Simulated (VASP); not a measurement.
Set up this calculation in VASP 6.6.1, as the native input.

| Property | Result |
| --- | --- |
| Task | single point |
| Functional | PBE |
| Potentials or basis | VASP PAW PBE potentials, release 64 (In_d, As) |
| Cutoff | 500 eV |
| k mesh | 6 × 6 × 6 |
| Occupations | gaussian, width 0.1 eV |
| Spin | no spin polarisation |
| Dipole correction | no |
| Further INCAR settings | ALGO = Normal; EDIFF = 1e-06; NBANDS = 16 |

The structure of InAs lies in POSCAR:

```
InAs
1.0
    0.0000000000      3.0239999300      3.0239999300
    3.0239999300      0.0000000000      3.0239999300
    3.0239999300      3.0239999300      0.0000000000
In As
1 1
Direct
    0.0000000000      0.0000000000      0.0000000000
    0.2500000000      0.2500000000      0.2500000000
```

The input as run:

INCAR

```
SYSTEM = InAs
PREC = Accurate
ENCUT = 500
EDIFF = 1E-6
ISMEAR = 0
SIGMA = 0.1
LREAL = .FALSE.
LASPH = .TRUE.
NELM = 120
ALGO = Normal
ISIF = 2
LWAVE = .FALSE.
LCHARG = .FALSE.
GGA = PE
NBANDS = 16
GGA_COMPAT = .FALSE.
```

KPOINTS

```
regular mesh
0
G
  6 6 6
  0 0 0
```

Potentials or basis: VASP PAW PBE potentials, release 64 (In_d, As).

Command:

```console
$ cat potpaw_PBE.64/In_d/POTCAR potpaw_PBE.64/As/POTCAR > POTCAR
$ mpirun -np 1 vasp_std > vasp.out
```

It gave:

```
Pressure               : 4.0 GPa
Band gap on the k mesh : zero (filled and empty bands touch)
```

Caveat: spin-orbit coupling is left out, which moves the levels of the heavy elements.

It took 6.3 s on 1 thread of Intel(R) Xeon(R) 6975P-C (Granite Rapids), on a shared host, peak memory 0.17 GiB.
